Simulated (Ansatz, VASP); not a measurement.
InP: VASP beside Ansatz

File INCAR:

```
ALGO = Normal ; EDIFF = 1E-6
ENCUT = 500 ; GGA = PE
GGA_COMPAT = False ; ISIF = 2
ISMEAR = -1 ; LASPH = True
LCHARG = False ; LREAL = False
LWAVE = False ; NBANDS = 16
NELM = 120 ; PREC = Accurate
SIGMA = 0.001
```

KPOINTS

```
k-points
0
Gamma
  6 6 6
```

File POSCAR:

```
InP
1.0
    0.0000000000      2.9537876370      2.9537876370
    2.9537876370      0.0000000000      2.9537876370
    2.9537876370      2.9537876370      0.0000000000
In P
1 1
Direct
    0.0000000000      0.0000000000      0.0000000000
    0.2500000000      0.2500000000      0.2500000000
```

Input for Ansatz:

```yaml
crystal:
  lattice:
    - [0.0, 2.953787637, 2.953787637]
    - [2.953787637, 0.0, 2.953787637]
    - [2.953787637, 2.953787637, 0.0]
  atoms:
    - { symbol: In, position: [0.0, 0.0, 0.0] }
    - { symbol: P, position: [0.25, 0.25, 0.25] }
kpoints:
  mp_grid: { grid: [6, 6, 6] }
hamiltonian:
  xc: pbe
scf:
  occupations: { method: fermi_dirac, width: 0.001 }
  n_extra_bands: 4
output:
  forces: true
  stress: true
  eigenvalues: true
```

Alike in both runs: task single point; functional PBE; k mesh 6 × 6 × 6; occupations fermi-dirac, width 0.001 eV; no spin polarisation.

```csv
,VASP,Ansatz
version,VASP 6.6.1,Ansatz 0.2.0
potentials or method,"VASP PAW PBE potentials, release 64 (In_d, P)",plane waves
plane-wave cutoff (eV),500,420
valence electrons in the cell,18,18
```

|  | VASP | Ansatz | Ansatz less VASP |
| --- | --- | --- | --- |
| gap on the k mesh at the Fermi level (eV) | 0.58 | 0.58 | +0.003 |
| pressure (GPa) | 1.6 | 1.6 | +0.05 |

The functional is the same, so the differences come from potentials, cutoffs and numerics.
